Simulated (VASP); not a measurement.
W7C8 (a cell with a defect): single point with PBE

System: W7C8 (a cell with a defect).

```
W C
1.0
     0.00000    0.00000    5.69425
     2.92173   -5.06059    0.00000
     2.92173    5.06059    0.00000
W C
7 8
Direct
  0.50000 0.00000 0.00000
  0.00000 0.49473 0.98946
  0.50000 0.50049 0.00097
  0.00000 0.01054 0.50527
  0.50000 0.99903 0.49951
  0.00000 0.49473 0.50527
  0.50000 0.50049 0.49951
  0.23552 0.66667 0.33333
  0.76448 0.66667 0.33333
  0.26034 0.17425 0.34851
  0.73966 0.17425 0.34851
  0.26034 0.65149 0.82575
  0.73966 0.65149 0.82575
  0.26034 0.17425 0.82575
  0.73966 0.17425 0.82575
```

This cell differs from its parent crystal: atoms taken out, then relaxed in part.

```yaml
Program: VASP 6.6.1
Task: single point
Functional: PBE
Potentials_or_basis: VASP PAW PBE potentials, release 64 (W_sv, C)
Cutoff: 520 eV
k_mesh: 5 × 5 × 5
Occupations: gaussian, width 0.1 eV
Spin: no spin polarisation
```

```json
{
 "Pressure": "-3.0 GPa",
 "Largest force": "0.034 eV/Å",
 "Band gap on the k mesh": "zero (bands 65 and 66 overlap by 0.95 eV)"
}
```

Forces in eV/Å, atoms in the order of the input:
```
W    0.000  0.000  0.000
W   -0.001 -0.001  0.000
W    0.011  0.007  0.000
W    0.001 -0.001  0.000
W   -0.011  0.007  0.000
W    0.000  0.001  0.000
W    0.000 -0.013  0.000
C    0.000  0.000  0.007
C    0.000  0.000 -0.007
C   -0.019 -0.011 -0.025
C   -0.019 -0.011  0.025
C    0.019 -0.011 -0.025
C    0.019 -0.011  0.025
C    0.000  0.022 -0.025
C    0.000  0.022  0.025
```

Stress tensor (GPa, compression positive):
```
 0.02  0.00  0.00
 0.00  0.02  0.00
 0.00  0.00 -9.05
```

Levels at points of the mesh, in eV from the Fermi level:
```csv
k point,band 61,band 62,band 63,band 64,band 65,band 66,band 67,band 68,band 69,band 70
"(0.00, 0.00, 0.00)",-0.52,-0.52,-0.32,0.21,0.38,0.59,0.59,1.33,1.33,2.16
```

Run time: 3.5 min on 1 thread of Intel(R) Xeon(R) 6975P-C (Granite Rapids), with other jobs on the host, peak memory 0.37 GiB.

Caveat: the cell differs from its parent crystal (atoms taken out, then relaxed in part); spin-orbit coupling is left out, which moves the levels of the heavy elements.
